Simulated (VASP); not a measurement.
# CrPb (Pm-3m) in VASP: notebook

The runs below take CrPb through single point, with PBEsol.

All numbers are computed with VASP 6.6.1; they aren't measurements. Logs are shortened: lines on timing, memory, paths and dates and some standing lists are left out, and cuts for length are marked.

**1. The cell of the first run**

The structure is cubic, space group Pm-3m (No. 221). Conventional cell: a = 3.486 Å, b = 3.486 Å, c = 3.486 Å, α = 90.00°, β = 90.00°, γ = 90.00°. Within 4.0 Å of Cr (site symmetry m-3m) lie 8 Pb at 3.02 Å and 6 Cr at 3.49 Å. Within 4.0 Å of Pb (site symmetry m-3m) lie 8 Cr at 3.02 Å and 6 Pb at 3.49 Å.

**2. Single point, PBEsol, collinear spin, ferrimagnetic start**

Contents of INCAR:

```
PREC     = Accurate       # precision mode
ENCUT    = 520            # plane-wave cutoff, eV
EDIFF    = 1E-6           # SCF threshold, eV
ISMEAR   = 0              # smearing method
SIGMA    = 0.1            # smearing width, eV
LREAL    = F              # projectors in reciprocal space
LASPH    = T              # aspherical terms in the spheres
NELM     = 150            # most SCF steps
ALGO     = Normal         # electronic algorithm
ISIF     = 2              # what is computed and relaxed
LWAVE    = F              # write WAVECAR
LCHARG   = F              # write CHGCAR
ISPIN    = 2              # spin polarisation
MAGMOM   = 1.84 -0.12     # initial moments
LORBIT   = 11             # projections on sites
NUPDOWN  = 1.5            # fixed moment
LMAXMIX  = 4              # l up to which the mixer works
GGA      = PS             # functional
NBANDS   = 24             # bands
```

Contents of KPOINTS:

```
Automatic mesh
0
Gamma
  12 12 12
```

Contents of POSCAR:

```
CrPb
1.0
    3.4858517531      0.0000000000      0.0000000000
    0.0000000000      3.4858517531      0.0000000000
    0.0000000000      0.0000000000      3.4858517531
Cr Pb
1 1
Direct
    0.0000000000      0.0000000000      0.0000000000
    0.5000000000      0.5000000000      0.5000000000
```

Potentials or basis: VASP PAW PBE potentials, release 64 (Cr_pv, Pb_d).

Command:

```
$ cat potpaw_PBE.64/Cr_pv/POTCAR potpaw_PBE.64/Pb_d/POTCAR > POTCAR
$ mpirun -np 1 vasp_std > vasp.out
```

OUTCAR:

```text
PREC = Accurate
   ENCUT = 520
   EDIFF = 1E-6
   ISMEAR = 0
   LREAL = F
   LASPH = T
   NELM = 150
   ISIF = 2
   ISPIN = 2
   LORBIT = 11
   NUPDOWN = 1.5
   GGA = PS

 ion  position               nearest neighbor table
   1  0.000  0.000  0.000-   2 3.02   2 3.02   2 3.02   2 3.02   2 3.02   2 3.02   2 3.02   2 3.02

   2  0.500  0.500  0.500-   1 3.02   1 3.02   1 3.02   1 3.02   1 3.02   1 3.02   1 3.02   1 3.02

  LATTYP: Found a simple cubic cell.
 ALAT       =     3.4858517531

  Lattice vectors:

 A1 = (   3.4858517531,   0.0000000000,   0.0000000000)
 A2 = (   0.0000000000,   3.4858517531,   0.0000000000)
 A3 = (   0.0000000000,   0.0000000000,   3.4858517531)

Analysis of symmetry for initial positions (statically):
=====================================================================
 Subroutine PRICEL returns:
 Original cell was already a primitive cell.

 Routine SETGRP: Setting up the symmetry group for a
 simple cubic supercell.

 Subroutine GETGRP returns: Found 48 space group operations
 (whereof 48 operations were pure point group operations)
 out of a pool of 48 trial point group operations.

The static configuration has the point symmetry O_h .

Analysis of symmetry for dynamics (positions and initial velocities):
=====================================================================
 Subroutine PRICEL returns:
 Original cell was already a primitive cell.

 Routine SETGRP: Setting up the symmetry group for a
 simple cubic supercell.

 Subroutine GETGRP returns: Found 48 space group operations
 (whereof 48 operations were pure point group operations)
 out of a pool of 48 trial point group operations.

The dynamic configuration has the point symmetry O_h .

Analysis of structural, dynamic, and magnetic symmetry:
=====================================================================
 Subroutine PRICEL returns:
 Original cell was already a primitive cell.

 Routine SETGRP: Setting up the symmetry group for a
 simple cubic supercell.

 Subroutine GETGRP returns: Found 48 space group operations
 (whereof 48 operations were pure point group operations)
 out of a pool of 48 trial point group operations.

The overall configuration has the point symmetry O_h .

 Subroutine INISYM returns: Found 48 space group operations
 (whereof 48 operations are pure point group operations),
 and found     1 'primitive' translations

----------------------------------------------------------------------------------------

                                     Primitive cell

  volume of cell :      42.3572

  direct lattice vectors                    reciprocal lattice vectors
     3.485851753  0.000000000  0.000000000     0.286873932  0.000000000  0.000000000
     0.000000000  3.485851753  0.000000000     0.000000000  0.286873932  0.000000000
     0.000000000  0.000000000  3.485851753     0.000000000  0.000000000  0.286873932

  length of vectors
     3.485851753  3.485851753  3.485851753     0.286873932  0.286873932  0.286873932

  position of ions in fractional coordinates (direct lattice)
     0.000000000  0.000000000  0.000000000
     0.500000000  0.500000000  0.500000000

  ion indices of the primitive-cell ions
   primitive index   ion index
                 1           1
                 2           2

----------------------------------------------------------------------------------------

 KPOINTS: Automatic mesh

Automatic generation of k-mesh.
 Grid dimensions read from file:
 generate k-points for:   12   12   12

 Generating k-lattice:

  Cartesian coordinates                     Fractional coordinates (reciprocal lattice)
     0.023906161  0.000000000  0.000000000     0.083333333  0.000000000  0.000000000
     0.000000000  0.023906161  0.000000000     0.000000000  0.083333333  0.000000000
     0.000000000  0.000000000  0.023906161     0.000000000  0.000000000  0.083333333

  Length of vectors
     0.023906161  0.023906161  0.023906161

  Shift w.r.t. Gamma in fractional coordinates (k-lattice)
     0.000000000  0.000000000  0.000000000

 Subroutine IBZKPT returns following result:
 ===========================================

 Found     84 irreducible k-points:

 Following reciprocal coordinates:
            Coordinates               Weight
  0.000000  0.000000  0.000000      1.000000
  0.083333  0.000000  0.000000      6.000000
  0.166667  0.000000  0.000000      6.000000
  0.250000  0.000000  0.000000      6.000000
  0.333333  0.000000  0.000000      6.000000
  0.416667  0.000000  0.000000      6.000000
[... 16 lines left out ...]
  0.333333  0.333333  0.000000     12.000000
  0.416667  0.333333  0.000000     24.000000
 [... further k-points ...]
   k-points           NKPTS =     84   k-points in BZ     NKDIM =     84   number of bands    NBANDS=     24
   number of dos      NEDOS =    301   number of ions     NIONS =      2
   total plane-waves  NPLWV =  21952
   dimension x,y,z NGX =    28 NGY =   28 NGZ =   28
   dimension x,y,z NGXF=    56 NGYF=   56 NGZF=   56
   ions per type =               1   1
   NGX,Y,Z   is equivalent  to a cutoff of  13.35, 13.35, 13.35 a.u.
   NGXF,Y,Z  is equivalent  to a cutoff of  26.71, 26.71, 26.71 a.u.
 SYSTEM =  unknown system
   PREC   = accura    normal or accurate (medium, high low for compatibility)
   ISTART =      0    job   : 0-new  1-cont  2-samecut
   ICHARG =      2    charge: 1-file 2-atom 10-const
   ISPIN  =      2    spin polarized calculation?
   LNONCOLLINEAR =      F non collinear calculations
   LSORBIT =      F    spin-orbit coupling
   LASPH  =      T    aspherical Exc in radial PAW
   ENCUT  =  520.0 eV  38.22 Ry    6.18 a.u.   6.48  6.48  6.48*2*pi/ulx,y,z
   NELM   =    150;   NELMIN=  2; NELMDL= -5     # of ELM steps
   EDIFF  = 0.1E-05   stopping-criterion for ELM
   LREAL  =      F    real-space projection
   EDIFFG = 0.1E-04   stopping-criterion for IOM
   NSW    =      0    number of steps for IOM
   IBRION =     -1    ionic relax: 0-MD 1-quasi-New 2-CG
   NFREE  =      0    steps in history (QN), initial steepest desc. (CG)
   ISIF   =      2    stress and relaxation
   ISYM   =      2    0-nonsym 1-usesym 2-fastsym
   POTIM  = 0.5000    time-step for ionic-motion
   TEBEG  =    0.0;   TEEND  =   0.0 temperature during run
   PSTRESS=    0.0 pullay stress
   NELECT =      26.0000    total number of electrons
   NUPDOWN=       1.5000    fix difference up-down
   EMIN   =  10.00;   EMAX   =-10.00  energy-range for DOS
   EFERMI =   0.00;   METHOD = LEGACY
   ISMEAR =     0;   SIGMA  =   0.10  broadening in eV -4-tet -1-fermi 0-gaus
   EFERMI_NEDOS =   21; number of points for ismear=-14 and -15
   IALGO  =     38    algorithm
   IMIX   =      4    mixing-type and parameters
     AMIX     =   0.40;   BMIX     =  1.00
     AMIX_MAG =   1.60;   BMIX_MAG =  1.00
  volume/ion in A,a.u.               =      21.18       142.92
  Fermi-wavevector in a.u.,A,eV,Ry     =   1.391309  2.629193 26.337364  1.935742
  Thomas-Fermi vector in A             =   2.515161
   LORBIT       =     11    0 simple, 1 ext, 2 COOP (PROOUT), +10 PAW based schemes
   GGA     = PS    functional components
   LHFCALC =     F    Hartree Fock is set to
   AEXX    =    0.0000 exact exchange contribution
   IVDW    =     0    specifies the selected vdW correction
   LEPSILON=     F    determine dielectric tensor
   LRPA    =     F    only Hartree local field effects (RPA)
 spin polarized calculation
 Gauss-broadening in eV      SIGMA  =   0.10
  energy-cutoff  :      520.00
  volume of cell :       42.36
 maximum number of plane-waves:      1189
 NGX is ok and might be reduce to    28
   NGX = 13   NGY = 13   NGZ = 13

 number of electron      26.0000005 magnetization       1.4999284

 Free energy of the ion-electron system (eV)
  ---------------------------------------------------
  ext. energy  EPLUGINS =         0.00000000
  ---------------------------------------------------
  free energy    TOTEN  =       -12.08039029 eV

  energy without entropy =      -12.06342194  energy(sigma->0) =      -12.07190611

 E-fermi :   8.2604     XC(G=0): -11.4004

 val. band max:        8.2598363984   @ k =   0.3333   0.2500   0.2500
 cond. band min:       7.5672555537   @ k =   0.4167   0.4167   0.1667
 fundamental gap:     -0.6925808447
 Fermi energy:         7.5596252844

 spin component 1

 k-point     1 :       0.0000    0.0000    0.0000
  band No.  band energies     occupation
      1     -35.4182      1.00000
      2     -35.4182      1.00000
      3     -35.4182      1.00000
      4      -8.7490      1.00000
      5      -8.7490      1.00000
      6      -8.4717      1.00000
[... 16 lines left out ...]
     23      22.3421      0.00000
     24      22.3421      0.00000

 k-point     2 :       0.0833    0.0000    0.0000
  band No.  band energies     occupation
      1     -35.4194      1.00000
      2     -35.4181      1.00000
      3     -35.4181      1.00000
      4      -8.7474      1.00000
      5      -8.7317      1.00000
      6      -8.4774      1.00000
[... 16 lines left out ...]
     23      22.2514      0.00000
     24      22.2514      0.00000

 k-point     3 :       0.1667    0.0000    0.0000
  band No.  band energies     occupation
      1     -35.4225      1.00000
      2     -35.4179      1.00000
      3     -35.4179      1.00000
      4      -8.7429      1.00000
      5      -8.6846      1.00000
      6      -8.4931      1.00000
[... 16 lines left out ...]
     23      21.4357      0.00000
     24      21.4417      0.00000
[... 514 lines left out ...]
 k-point    23 :       0.3333    0.3333    0.0000
  band No.  band energies     occupation
      1     -35.4300      1.00000
      2     -35.4297      1.00000
      3     -35.4162      1.00000
      4      -8.6424      1.00000
      5      -8.6340      1.00000
      6      -8.5373      1.00000
[... 16 lines left out ...]
     23      21.5580      0.00000
     24      21.9181      0.00000

 k-point    24 :       0.4167    0.3333    0.0000
  band No.  band energies     occupation
      1     -35.4328      1.00000
      2     -35.4295      1.00000
      3     -35.4160      1.00000
      4      -8.6592      1.00000
      5      -8.6309      1.00000
      6      -8.5524      1.00000
[... 16 lines left out ...]
     23      21.3526      0.00000
     24      22.1277      0.00000

 [... further k-points ...]

 spin component 2

 k-point     1 :       0.0000    0.0000    0.0000
  band No.  band energies     occupation
      1     -33.7519      1.00000
      2     -33.7519      1.00000
      3     -33.7519      1.00000
      4      -8.7948      1.00000
      5      -8.7948      1.00000
      6      -8.5040      1.00000
[... 16 lines left out ...]
     23      22.2700      0.00000
     24      22.2700      0.00000

 k-point     2 :       0.0833    0.0000    0.0000
  band No.  band energies     occupation
      1     -33.7532      1.00000
      2     -33.7518      1.00000
      3     -33.7518      1.00000
      4      -8.7932      1.00000
      5      -8.7772      1.00000
      6      -8.5098      1.00000
[... 16 lines left out ...]
     23      22.2208      0.00000
     24      22.2208      0.00000

 k-point     3 :       0.1667    0.0000    0.0000
  band No.  band energies     occupation
      1     -33.7568      1.00000
      2     -33.7515      1.00000
      3     -33.7515      1.00000
      4      -8.7887      1.00000
      5      -8.7293      1.00000
      6      -8.5257      1.00000
[... 16 lines left out ...]
     23      21.6000      0.00000
     24      21.6001      0.00000
[... 514 lines left out ...]
 k-point    23 :       0.3333    0.3333    0.0000
  band No.  band energies     occupation
      1     -33.7652      1.00000
      2     -33.7649      1.00000
      3     -33.7497      1.00000
      4      -8.6857      1.00000
      5      -8.6678      1.00000
      6      -8.5697      1.00000
[... 16 lines left out ...]
     23      21.5838      0.00000
     24      22.1543      0.00000

 k-point    24 :       0.4167    0.3333    0.0000
  band No.  band energies     occupation
      1     -33.7685      1.00000
      2     -33.7646      1.00000
      3     -33.7494      1.00000
      4      -8.6922      1.00000
      5      -8.6748      1.00000
      6      -8.5851      1.00000
[... 16 lines left out ...]
     23      21.3475      0.00000
     24      22.3802      0.00000

 [... further k-points ...]

------------------------ aborting loop because EDIFF is reached ----------------------------------------

  FORCE on cell =-STRESS in cart. coord.  units (eV):
  Direction    XX          YY          ZZ          XY          YZ          ZX
  --------------------------------------------------------------------------------------
  -------------------------------------------------------------------------------------
  Total       -3.3175316     -3.3175316     -3.3175316      0.0000000      0.0000000     -0.0000000
  in kB     -125.4870518   -125.4870518   -125.4870518      0.0000000      0.0000000     -0.0000000
  external PRESSURE =    -125.4870518 kB  Pullay stress =       0.0000000 kB

 VOLUME and BASIS-vectors are now :
 -----------------------------------------------------------------------------
  energy-cutoff  :      520.00
  volume of cell :       42.36
      direct lattice vectors                 reciprocal lattice vectors
     3.485851753  0.000000000  0.000000000     0.286873932  0.000000000  0.000000000
     0.000000000  3.485851753  0.000000000     0.000000000  0.286873932  0.000000000
     0.000000000  0.000000000  3.485851753     0.000000000  0.000000000  0.286873932

 POSITION                                       TOTAL-FORCE (eV/Angst)
 -----------------------------------------------------------------------------------
      0.00000      0.00000      0.00000         0.000000      0.000000      0.000000
      1.74293      1.74293      1.74293         0.000000      0.000000      0.000000
 -----------------------------------------------------------------------------------
    total drift:                                0.000000      0.000000      0.000000

  FREE ENERGIE OF THE ION-ELECTRON SYSTEM (eV)
  ---------------------------------------------------
  free  energy   TOTEN  =       -12.0803902885 eV

  energy  without entropy=      -12.0634219372  energy(sigma->0) =      -12.07190611

 total charge

# of ion       s       p       d       tot
------------------------------------------
    1        0.228   6.127   4.146  10.501
    2        1.270   0.945   9.823  12.039
--------------------------------------------------
tot          1.498   7.072  13.969  22.540

 magnetization (x)

# of ion       s       p       d       tot
------------------------------------------
    1       -0.002  -0.004   1.657   1.650
    2       -0.030  -0.102   0.006  -0.127
--------------------------------------------------
tot         -0.032  -0.107   1.662   1.523
```

Wall time 2.1 min (1 thread of Oxide Virtual Turin-like, shared host); peak memory 0.23 GiB.

Results:

```yaml
Free_energy: -12.0804 eV
Pressure: -12.5 GPa
Net_moment: 1.50 μB per cell
Site_moments: Cr +1.65; Pb -0.13 μB
Valence_electrons_inside_the_program's_atomic_spheres: Cr 10.50; Pb 12.04
```

Caveat: the PAW data sets were made with another functional, which shifts forces and pressure a little; spin-orbit coupling is left out, which moves the levels of the heavy elements; the total moment is fixed, so each spin has its own Fermi level.

**3. Single point, PBEsol, collinear spin, ferrimagnetic start**

Contents of INCAR:

```
PREC = Accurate
ENCUT = 520
EDIFF = 1E-7
ISMEAR = 0
SIGMA = 0.1
LREAL = False
LASPH = True
NELM = 150
ALGO = Normal
ISIF = 2
LWAVE = False
LCHARG = True
ISPIN = 2
MAGMOM = 2.34 -0.12
LORBIT = 11
NUPDOWN = 2.0
LMAXMIX = 4
GGA = PS
LELF = True
LVHAR = True
NBANDS = 24
```

Contents of KPOINTS:

```
regular mesh
0
Gamma
  12 12 12
```

POSCAR is that of step 2.

Potentials or basis: VASP PAW PBE potentials, release 64 (Cr_pv, Pb_d).

Command:

```
$ cat potpaw_PBE.64/Cr_pv/POTCAR potpaw_PBE.64/Pb_d/POTCAR > POTCAR
$ mpirun -np 1 vasp_std > vasp.out
```

Wall time 2.8 min (1 thread of Oxide Virtual Turin-like, shared host); peak memory 0.24 GiB.

It converged, with:

```
Free energy                                           : -12.2436 eV
Pressure                                              : -11.0 GPa
Net moment                                            : 2.00 μB per cell
Site moments                                          : Cr +2.09; Pb -0.12 μB
Valence electrons inside the program's atomic spheres : Cr 10.50; Pb 12.04
```

Caveat: the PAW data sets were made with another functional, which shifts forces and pressure a little; spin-orbit coupling is left out, which moves the levels of the heavy elements; the total moment is fixed, so each spin has its own Fermi level.

(Part 1 of 2 ends here.)
